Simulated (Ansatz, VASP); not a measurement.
Al2Cu: VASP beside Ansatz

```xyz
3
Lattice="2.1294 1.2294 3.3483 -2.1294 1.2294 3.3483 0.0000 -2.4588 3.3483" Properties=species:S:1:pos:R:3 pbc="T T T"
Al    0.0000    0.0000    6.7127
Al    0.0000    0.0000    9.3141
Cu    0.0000    0.0000    1.8583
```

Alike in both runs: functional PBE; k mesh 6 × 6 × 6; occupations gaussian, width 0.1 eV; no spin polarisation.

Ansatz relaxed the structure, and its values are those at the end. VASP's run is a single point on that final structure, the one shown.

```csv
,VASP,Ansatz
version,VASP 6.6.1,Ansatz 0.2.0
potentials or method,"VASP PAW PBE potentials, release 64 (Al, Cu), cutoff 520 eV","scalar-relativistic, plane waves, PAW"
valence electrons in the cell,17,25
```

```csv
,VASP,Ansatz,Ansatz less VASP
gap on the k mesh at the Fermi level (eV),none,none,-
pressure (GPa),0.0,-0.1,-0.15
```

A gap of «none» marks a metal or a gap that the smearing closes. VASP's potentials hold 17 valence electrons a cell and Ansatz's 25, so a difference there can come from the potentials and not from the codes.
